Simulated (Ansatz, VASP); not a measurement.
# EuRu3: VASP beside Ansatz

```
CELL_PARAMETERS angstrom
4.25303 0.00000 0.00000
0.00000 4.25303 0.00000
0.00000 0.00000 4.25303
ATOMIC_POSITIONS crystal
Eu 0.00000 0.00000 0.00000
Ru 0.00000 0.50000 0.50000
Ru 0.50000 0.50000 0.00000
Ru 0.50000 0.00000 0.50000
```

Alike in both runs: task single point; functional PBE; k mesh 4 × 4 × 4; occupations gaussian, width 0.05 eV; collinear spin; Hubbard terms Eu f U = 6.0 eV.

|  | VASP | Ansatz |
| --- | --- | --- |
| version | VASP 6.6.1 | Ansatz 0.2.0 |
| potentials or method | VASP PAW PBE potentials, release 64 (Eu, Ru_pv), cutoff 520 eV | scalar-relativistic, plane waves, PAW |
| valence electrons in the cell | 59 | 65 |

Ansatz gave:

- gap on the k mesh at the Fermi level (eV): none
- pressure (GPa): -12.0
- net moment per atom (μB): 1.00
- size of the moment on the site where the two differ most (μB): 6.68

**Question.** What did VASP give for the same quantities?

**Answer.** gap on the k mesh at the Fermi level (eV): none; pressure (GPa): -12.7; net moment per atom (μB): 1.04; size of the moment on the site where the two differ most (μB): 6.50.

Site moments also hang on the region over which each program counts them. The programs project onto different local orbitals, so the same U acts differently, and such runs can settle in different states. A gap of «none» marks a metal or a gap that the smearing closes. VASP's potentials hold 59 valence electrons a cell and Ansatz's 65, so a difference there can come from the potentials and not from the codes. Ansatz's warnings: filled band counts differ across k points.

The k mesh is coarse, so the values compare programs but aren't converged. Spin-orbit coupling is off throughout.
